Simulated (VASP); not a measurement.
# Nb5O (P6/mmm) in VASP: further runs

Nb5O is run at these levels: PBE; tasks: single point, relaxation of cell and atoms.

Program: VASP 6.6.1. These are calculated values, not measurements. Logs are shortened: lines on timing, memory, paths and dates and some standing lists are left out, and cuts for length are marked.

### 1 The cell of the first run

It takes space group P6/mmm (No. 191, hexagonal). The conventional cell has a = 3.878 Å, b = 3.878 Å, c = 6.894 Å, α = 90.00°, β = 90.00°, γ = 120.00°. Nb (site symmetry 3m) has 4 Nb at 2.24 to 2.48 Å and 3 O at 2.56 Å within 3.0 Å. Within 4.1 Å of Nb (site symmetry 6/mmm) lie 18 Nb at 3.14 to 3.88 Å and 2 O at 3.45 Å. O (site symmetry 6/mmm) has 14 Nb at 2.56 to 3.45 Å within 3.5 Å.

The cell was generated, and may not be a known phase.

### 2 Single point, PBE

Contents of INCAR:

```
PREC     = Accurate       # precision mode
ENCUT    = 520            # plane-wave cutoff, eV
EDIFF    = 1E-7           # SCF threshold, eV
ISMEAR   = 0              # smearing method
SIGMA    = 0.1            # smearing width, eV
LREAL    = False          # projectors in reciprocal space
LASPH    = True           # aspherical terms in the spheres
NELM     = 100            # most SCF steps
ALGO     = Normal         # electronic algorithm
ISIF     = 2              # what is computed and relaxed
LWAVE    = False          # write WAVECAR
LCHARG   = False          # write CHGCAR
GGA      = PE             # functional
NBANDS   = 44             # bands
```

Contents of KPOINTS:

```
Automatic mesh
0
Gamma
  6 6 4
```

Contents of POSCAR:

```
Nb5O
1.0
    3.8777204100      0.0000000000      0.0000000000
   -1.9388602000      3.3582043800      0.0000000000
    0.0000000000      0.0000000000      6.8943024900
Nb O
5 1
Direct
    0.3333333300      0.6666666700      0.3201413500
    0.6666666700      0.3333333300      0.3201413500
    0.6666666700      0.3333333300      0.6798586500
    0.3333333300      0.6666666700      0.6798586500
    0.0000000000      0.0000000000      0.0000000000
    0.0000000000      0.0000000000      0.5000000000
```

Potentials or basis: VASP PAW PBE potentials, release 64 (Nb_sv, O).

Started as:

```
cat potpaw_PBE.64/Nb_sv/POTCAR potpaw_PBE.64/O/POTCAR > POTCAR
mpirun -np 1 vasp_std > vasp.out
```

OUTCAR:

```text
PREC = Accurate
   ENCUT = 520
   EDIFF = 1E-7
   ISMEAR = 0
   LREAL = False
   LASPH = True
   NELM = 100
   ISIF = 2
   GGA = PE

 ion  position               nearest neighbor table
   1  0.333  0.667  0.320-   2 2.24   2 2.24   2 2.24   4 2.48
   2  0.667  0.333  0.320-   1 2.24   1 2.24   1 2.24   3 2.48
   3  0.667  0.333  0.680-   4 2.24   4 2.24   4 2.24   2 2.48
   4  0.333  0.667  0.680-   3 2.24   3 2.24   3 2.24   1 2.48
   5  0.000  0.000  0.000-
   6  0.000  0.000  0.500-

  LATTYP: Found a hexagonal cell.
 ALAT       =     3.8777204100
 C/A-ratio  =     1.7779266582

  Lattice vectors:

 A1 = (   3.8777204100,   0.0000000000,   0.0000000000)
 A2 = (  -1.9388602000,   3.3582043800,   0.0000000000)
 A3 = (   0.0000000000,   0.0000000000,   6.8943024900)

Analysis of symmetry for initial positions (statically):
=====================================================================
 Subroutine PRICEL returns:
 Original cell was already a primitive cell.

 Routine SETGRP: Setting up the symmetry group for a
 hexagonal supercell.

 Subroutine GETGRP returns: Found 24 space group operations
 (whereof 24 operations were pure point group operations)
 out of a pool of 24 trial point group operations.

The static configuration has the point symmetry D_6h.

Analysis of symmetry for dynamics (positions and initial velocities):
=====================================================================
 Subroutine PRICEL returns:
 Original cell was already a primitive cell.

 Routine SETGRP: Setting up the symmetry group for a
 hexagonal supercell.

 Subroutine GETGRP returns: Found 24 space group operations
 (whereof 24 operations were pure point group operations)
 out of a pool of 24 trial point group operations.

The dynamic configuration has the point symmetry D_6h.

 Subroutine INISYM returns: Found 24 space group operations
 (whereof 24 operations are pure point group operations),
 and found     1 'primitive' translations

----------------------------------------------------------------------------------------

                                     Primitive cell

  volume of cell :      89.7788

  direct lattice vectors                    reciprocal lattice vectors
     3.877720410  0.000000000  0.000000000     0.257883471  0.148889091  0.000000000
    -1.938860200  3.358204380  0.000000000     0.000000000  0.297778183  0.000000000
     0.000000000  0.000000000  6.894302490     0.000000000  0.000000000  0.145047306

  length of vectors
     3.877720410  3.877720404  6.894302490     0.297778183  0.297778183  0.145047306

  position of ions in fractional coordinates (direct lattice)
     0.333333330  0.666666670  0.320141350
     0.666666670  0.333333330  0.320141350
     0.666666670  0.333333330  0.679858650
     0.333333330  0.666666670  0.679858650
     0.000000000  0.000000000  0.000000000
     0.000000000  0.000000000  0.500000000

  ion indices of the primitive-cell ions
   primitive index   ion index
                 1           1
                 2           2
                 3           3
                 4           4
                 5           5
                 6           6

----------------------------------------------------------------------------------------

 KPOINTS: Automatic mesh

Automatic generation of k-mesh.
 Grid dimensions read from file:
 generate k-points for:    6    6    4

 Generating k-lattice:

  Cartesian coordinates                     Fractional coordinates (reciprocal lattice)
     0.042980579  0.024814849  0.000000000     0.166666667  0.000000000  0.000000000
     0.000000000  0.049629697  0.000000000     0.000000000  0.166666667  0.000000000
     0.000000000  0.000000000  0.036261826     0.000000000  0.000000000  0.250000000

  Length of vectors
     0.049629697  0.049629697  0.036261826

  Shift w.r.t. Gamma in fractional coordinates (k-lattice)
     0.000000000  0.000000000  0.000000000

 Subroutine IBZKPT returns following result:
 ===========================================

 Found     21 irreducible k-points:

 Following reciprocal coordinates:
            Coordinates               Weight
  0.000000  0.000000  0.000000      1.000000
  0.166667  0.000000  0.000000      6.000000
  0.333333  0.000000  0.000000      6.000000
  0.500000  0.000000  0.000000      3.000000
  0.166667  0.166667  0.000000      6.000000
  0.333333  0.166667  0.000000     12.000000
[... 13 lines left out ...]
  0.333333  0.166667  0.500000     12.000000
  0.333333  0.333333  0.500000      2.000000
   k-points           NKPTS =     21   k-points in BZ     NKDIM =     21   number of bands    NBANDS=     44
   number of dos      NEDOS =    301   number of ions     NIONS =      6
   total plane-waves  NPLWV =  48600
   dimension x,y,z NGX =    30 NGY =   30 NGZ =   54
   dimension x,y,z NGXF=    60 NGYF=   60 NGZF=  108
   ions per type =               5   1
   NGX,Y,Z   is equivalent  to a cutoff of  12.86, 12.86, 13.02 a.u.
   NGXF,Y,Z  is equivalent  to a cutoff of  25.72, 25.72, 26.04 a.u.
 SYSTEM =  unknown system
   PREC   = accura    normal or accurate (medium, high low for compatibility)
   ISTART =      0    job   : 0-new  1-cont  2-samecut
   ICHARG =      2    charge: 1-file 2-atom 10-const
   ISPIN  =      1    spin polarized calculation?
   LNONCOLLINEAR =      F non collinear calculations
   LSORBIT =      F    spin-orbit coupling
   LASPH  =      T    aspherical Exc in radial PAW
   ENCUT  =  520.0 eV  38.22 Ry    6.18 a.u.   7.21  7.21 12.82*2*pi/ulx,y,z
   NELM   =    100;   NELMIN=  2; NELMDL= -5     # of ELM steps
   EDIFF  = 0.1E-06   stopping-criterion for ELM
   LREAL  =      F    real-space projection
   EDIFFG = 0.1E-05   stopping-criterion for IOM
   NSW    =      0    number of steps for IOM
   IBRION =     -1    ionic relax: 0-MD 1-quasi-New 2-CG
   NFREE  =      0    steps in history (QN), initial steepest desc. (CG)
   ISIF   =      2    stress and relaxation
   ISYM   =      2    0-nonsym 1-usesym 2-fastsym
   POTIM  = 0.5000    time-step for ionic-motion
   TEBEG  =    0.0;   TEEND  =   0.0 temperature during run
   PSTRESS=    0.0 pullay stress
   NELECT =      71.0000    total number of electrons
   NUPDOWN=      -1.0000    fix difference up-down
   EMIN   =  10.00;   EMAX   =-10.00  energy-range for DOS
   EFERMI =   0.00;   METHOD = LEGACY
   ISMEAR =     0;   SIGMA  =   0.10  broadening in eV -4-tet -1-fermi 0-gaus
   EFERMI_NEDOS =   21; number of points for ismear=-14 and -15
   IALGO  =     38    algorithm
   IMIX   =      4    mixing-type and parameters
     AMIX     =   0.40;   BMIX     =  1.00
     AMIX_MAG =   1.60;   BMIX_MAG =  1.00
  volume/ion in A,a.u.               =      14.96       100.98
  Fermi-wavevector in a.u.,A,eV,Ry     =   1.513920  2.860894 31.183929  2.291954
  Thomas-Fermi vector in A             =   2.623647
   LORBIT       =      0    0 simple, 1 ext, 2 COOP (PROOUT), +10 PAW based schemes
   GGA     = PE    functional components
   LHFCALC =     F    Hartree Fock is set to
   AEXX    =    0.0000 exact exchange contribution
   IVDW    =     0    specifies the selected vdW correction
   LEPSILON=     F    determine dielectric tensor
   LRPA    =     F    only Hartree local field effects (RPA)
 non-spin polarized calculation
 Gauss-broadening in eV      SIGMA  =   0.10
  energy-cutoff  :      520.00
  volume of cell :       89.78
 maximum number of plane-waves:      2436
 NGX is ok and might be reduce to    30
   NGX = 15   NGY = 15   NGZ = 25

 number of electron      71.0000009 magnetization

 Free energy of the ion-electron system (eV)
  ---------------------------------------------------
  ext. energy  EPLUGINS =         0.00000000
  ---------------------------------------------------
  free energy    TOTEN  =       -45.17549828 eV

  energy without entropy =      -45.15028916  energy(sigma->0) =      -45.16289372

 E-fermi :  11.9079     XC(G=0): -12.6850

 val. band max:       11.8934588660   @ k =   0.5000   0.0000   0.5000
 cond. band min:      11.9108777780   @ k =   0.3333   0.3333   0.0000
 fundamental gap:      0.0174189120
 Fermi energy:        11.9079187861

 k-point     1 :       0.0000    0.0000    0.0000
  band No.  band energies     occupation
      1     -43.2846      2.00000
      2     -43.1843      2.00000
      3     -42.9517      2.00000
      4     -41.4139      2.00000
      5     -41.1710      2.00000
      6     -20.6178      2.00000
[... 36 lines left out ...]
     43      14.2732      0.00000
     44      14.3422      0.00000

 k-point     2 :       0.1667    0.0000    0.0000
  band No.  band energies     occupation
      1     -43.2607      2.00000
      2     -43.1122      2.00000
      3     -42.8579      2.00000
      4     -41.5348      2.00000
      5     -41.2900      2.00000
      6     -20.7148      2.00000
[... 36 lines left out ...]
     43      14.3270      0.00000
     44      14.6951      0.00000

 k-point     3 :       0.3333    0.0000    0.0000
  band No.  band energies     occupation
      1     -43.2474      2.00000
      2     -42.8727      2.00000
      3     -42.6103      2.00000
      4     -41.8367      2.00000
      5     -41.5874      2.00000
      6     -20.8895      2.00000
[... 36 lines left out ...]
     43      15.6840      0.00000
     44      15.7057      0.00000

 k-point     4 :       0.5000    0.0000    0.0000
  band No.  band energies     occupation
      1     -43.2446      2.00000
      2     -42.6671      2.00000
      3     -42.4057      2.00000
      4     -42.0693      2.00000
      5     -41.8167      2.00000
      6     -20.9693      2.00000
[... 741 lines left out ...]
     43      13.9759      0.00000
     44      15.0742      0.00000

 k-point    20 :       0.3333    0.1667    0.5000
  band No.  band energies     occupation
      1     -43.2447      2.00000
      2     -42.6672      2.00000
      3     -42.4058      2.00000
      4     -42.0692      2.00000
      5     -41.8165      2.00000
      6     -21.0731      2.00000
[... 36 lines left out ...]
     43      14.7617      0.00000
     44      15.7035      0.00000

 k-point    21 :       0.3333    0.3333    0.5000
  band No.  band energies     occupation
      1     -43.2439      2.00000
      2     -42.3744      2.00000
      3     -42.3744      2.00000
      4     -42.1175      2.00000
      5     -42.1175      2.00000
      6     -21.1979      2.00000
[... 36 lines left out ...]
     43      14.6874      0.00000
     44      16.7891      0.00000

------------------------ aborting loop because EDIFF is reached ----------------------------------------

  FORCE on cell =-STRESS in cart. coord.  units (eV):
  Direction    XX          YY          ZZ          XY          YZ          ZX
  --------------------------------------------------------------------------------------
  -------------------------------------------------------------------------------------
  Total       27.9282895     27.9282895     18.9956372      0.0000000     -0.0000000      0.0000000
  in kB      498.4033698    498.4033686    338.9928194      0.0000007     -0.0000000      0.0000000
  external PRESSURE =     445.2665193 kB  Pullay stress =       0.0000000 kB

 VOLUME and BASIS-vectors are now :
 -----------------------------------------------------------------------------
  energy-cutoff  :      520.00
  volume of cell :       89.78
      direct lattice vectors                 reciprocal lattice vectors
     3.877720410  0.000000000  0.000000000     0.257883471  0.148889091  0.000000000
    -1.938860200  3.358204380  0.000000000     0.000000000  0.297778183  0.000000000
     0.000000000  0.000000000  6.894302490     0.000000000  0.000000000  0.145047306

 POSITION                                       TOTAL-FORCE (eV/Angst)
 -----------------------------------------------------------------------------------
     -0.00000      2.23880      2.20715         0.000000     -0.000000     -5.089821
      1.93886      1.11940      2.20715        -0.000000      0.000000     -5.089821
      1.93886      1.11940      4.68715        -0.000000      0.000000      5.089821
     -0.00000      2.23880      4.68715         0.000000     -0.000000      5.089821
      0.00000      0.00000      0.00000         0.000000      0.000000      0.000000
      0.00000      0.00000      3.44715         0.000000      0.000000      0.000000
 -----------------------------------------------------------------------------------
    total drift:                                0.000000      0.000000      0.000000

  FREE ENERGIE OF THE ION-ELECTRON SYSTEM (eV)
  ---------------------------------------------------
  free  energy   TOTEN  =       -45.1754982776 eV

  energy  without entropy=      -45.1502891633  energy(sigma->0) =      -45.16289372
```

It took 2 min on 1 thread of AMD EPYC 7R43 (Zen 3), shared host; peak memory 0.19 GiB.

What came out:

| Quantity | Value |
| --- | --- |
| Free energy | -45.1755 eV |
| Pressure | 44.5 GPa |
| Largest force | 5.090 eV/Å |
| Band gap on the k mesh | zero (an odd number of electrons rules out a gap without spin polarisation) |

Forces on the atoms (eV/Å):
```
Nb   0.000  0.000 -5.090
Nb   0.000  0.000 -5.090
Nb   0.000  0.000  5.090
Nb   0.000  0.000  5.090
Nb   0.000  0.000  0.000
O    0.000  0.000  0.000
```

Stress tensor (GPa, compression positive):
```
49.84  0.00  0.00
 0.00 49.84  0.00
 0.00  0.00 33.90
```

Caveat: the stress differs along the axes, from 34 to 50 GPa; an odd number of electrons without spin polarisation forces a metal; a magnetic or distorted state may lie lower.

### 3 Single point, PBE

This run uses another cell than the first one, of 16.92 Å³/atom.

Contents of INCAR:

```
SYSTEM = Nb5O
PREC     = Accurate       ! precision mode
ENCUT    = 520            ! plane-wave cutoff, eV
EDIFF    = 1E-6           ! SCF threshold, eV
ISMEAR   = 0              ! smearing method
SIGMA    = 0.1            ! smearing width, eV
LREAL    = .False.        ! projectors in reciprocal space
LASPH    = .True.         ! aspherical terms in the spheres
NELM     = 100            ! most SCF steps
ALGO     = Normal         ! electronic algorithm
ISIF     = 2              ! what is computed and relaxed
LWAVE    = .False.        ! write WAVECAR
LCHARG   = .False.        ! write CHGCAR
GGA      = PE             ! functional
NBANDS   = 44             ! bands
```

Contents of KPOINTS:

```
regular mesh
0
Gamma
  6 6 4
  0 0 0
```

Contents of POSCAR:

```
Nb5O
1.0
    4.6938005470     -0.0000000035      0.0000000000
   -2.3469002705      4.0649505157      0.0000000000
    0.0000000000      0.0000000000      5.3209974161
Nb O
5 1
Direct
    0.3333333333      0.6666666667      0.2425689750
    0.6666666667      0.3333333333      0.2425689750
    0.6666666667      0.3333333333      0.7574310250
    0.3333333333      0.6666666667      0.7574310250
    0.0000000000      0.0000000000      0.0000000000
    0.0000000000      0.0000000000      0.5000000000
```

Potentials or basis: VASP PAW PBE potentials, release 64 (Nb_sv, O).

Started as:

```
cat potpaw_PBE.64/Nb_sv/POTCAR potpaw_PBE.64/O/POTCAR > POTCAR
mpirun -np 1 vasp_std > vasp.out
```

It took 1.8 min on 1 thread of AMD EPYC 7R43 (Zen 3), shared host; peak memory 0.21 GiB.

Results (log left out):

```yaml
Free_energy: -53.6058 eV
Pressure: -0.4 GPa
Largest_force: 0.005 eV/Å
Band_gap_on_the_k_mesh: zero (an odd number of electrons rules out a gap without spin polarisation)
```

Forces on the atoms (eV/Å):
```
Nb   0.000  0.000 -0.005
Nb   0.000  0.000 -0.005
Nb   0.000  0.000  0.005
Nb   0.000  0.000  0.005
Nb   0.000  0.000  0.000
O    0.000  0.000  0.000
```

Stress tensor (GPa, compression positive):
```
-0.41  0.00  0.00
 0.00 -0.41  0.00
 0.00  0.00 -0.28
```

Levels at points of the mesh, in eV from the Fermi level:
```tsv
k point	band 32	band 33	band 34	band 35	band 36	band 37	band 38	band 39	band 40	band 41
(0.00, 0.00, 0.00)	-0.63	-0.63	-0.51	-0.51	-0.38	0.20	1.02	1.02	1.45	1.45
(0.50, 0.00, 0.00)	-1.64	-1.39	-1.29	-0.91	-0.68	-0.07	1.08	1.45	1.57	2.13
(0.00, 0.00, 0.50)	-0.81	-0.80	-0.80	-0.59	-0.49	0.55	0.55	1.03	1.03	1.49
(0.50, 0.00, 0.50)	-1.28	-1.16	-0.99	-0.37	0.46	0.50	0.60	1.09	1.24	1.73
```

Caveat: an odd number of electrons without spin polarisation forces a metal; a magnetic or distorted state may lie lower.

### 4 Relaxation of cell and atoms, PBE

Contents of INCAR:

```
SYSTEM = Nb5O
PREC = Accurate
ENCUT = 600
EDIFF = 1E-7
ISMEAR = 0
SIGMA = 0.1
LREAL = .False.
LASPH = .True.
NELM = 60
ALGO = Normal
ISIF = 3
LWAVE = .False.
LCHARG = .False.
GGA = PE
IBRION = 2
NSW = 90
EDIFFG = -0.04
```

Contents of KPOINTS:

```
Automatic mesh
0
Gamma
  6 6 4
  0 0 0
```

Contents of POSCAR:

```
Nb5O
1.0
    3.8777204100      0.0000000000      0.0000000000
   -1.9388602000      3.3582043800      0.0000000000
    0.0000000000      0.0000000000      6.8943024900
Nb O
5 1
Direct
    0.3333333300      0.6666666700      0.3201413500
    0.6666666700      0.3333333300      0.3201413500
    0.6666666700      0.3333333300      0.6798586500
    0.3333333300      0.6666666700      0.6798586500
    0.0000000000      0.0000000000      0.0000000000
    0.0000000000      0.0000000000      0.5000000000
```

Started as:

```
cat potpaw_PBE.64/Nb_sv/POTCAR potpaw_PBE.64/O/POTCAR > POTCAR
mpirun -np 1 vasp_std > vasp.out
```

It took 59 min on 1 thread of AMD EPYC 7R43 (Zen 3), shared host; peak memory 0.26 GiB.

The run converged. Its results:

- Free energy: -53.5591 eV
- Relaxed volume: 16.83 Å³/atom
- Relaxed cell: a = 4.679 Å, b = 4.679 Å, c = 5.325 Å, α = 90.00°, β = 90.00°, γ = 120.00°
- Space group after relaxing (to 0.1 Å): P6/mmm (No. 191)
- Pressure after relaxing: 0.1 GPa
- Largest force after relaxing: 0.032 eV/Å
- Band gap on the k mesh: zero (an odd number of electrons rules out a gap without spin polarisation)

Forces on the atoms (eV/Å):
```
Nb   0.000  0.000  0.032
Nb   0.000  0.000  0.032
Nb   0.000  0.000 -0.032
Nb   0.000  0.000 -0.032
Nb   0.000  0.000  0.000
O    0.000  0.000  0.000
```

Stress tensor (GPa, compression positive):
```
-0.02  0.00  0.00
 0.00 -0.02  0.00
 0.00  0.00  0.20
```

Final structure:
```
Nb O
1.0
     4.67902    0.00000    0.00000
    -2.33951    4.05215    0.00000
     0.00000    0.00000    5.32532
Nb O
5 1
Cartesian
  0.0000 2.7014 1.2912
  2.3395 1.3507 1.2912
  2.3395 1.3507 4.0341
  0.0000 2.7014 4.0341
  0.0000 0.0000 0.0000
  0.0000 0.0000 2.6627
```

Levels at points of the mesh, in eV from the Fermi level:
| k point | band 34 | band 35 | band 36 | band 37 | band 38 | band 39 |
| --- | --- | --- | --- | --- | --- | --- |
| (0.00, 0.00, 0.00) | -0.50 | -0.50 | -0.38 | 0.19 | 1.02 | 1.02 |
| (0.50, 0.00, 0.00) | -1.30 | -0.93 | -0.66 | -0.05 | 1.08 | 1.46 |
| (0.00, 0.00, 0.50) | -0.81 | -0.61 | -0.51 | 0.56 | 0.56 | 1.03 |
| (0.50, 0.00, 0.50) | -0.99 | -0.39 | 0.47 | 0.50 | 0.59 | 1.11 |

Caveat: a cell axis changed by over 15 % at a fixed basis, so the end point is rough; an odd number of electrons without spin polarisation forces a metal; a magnetic or distorted state may lie lower.

(Part 1 of 2 ends here.)

The gap in the log of VASP goes by the Fermi energy; the results here count the filled bands.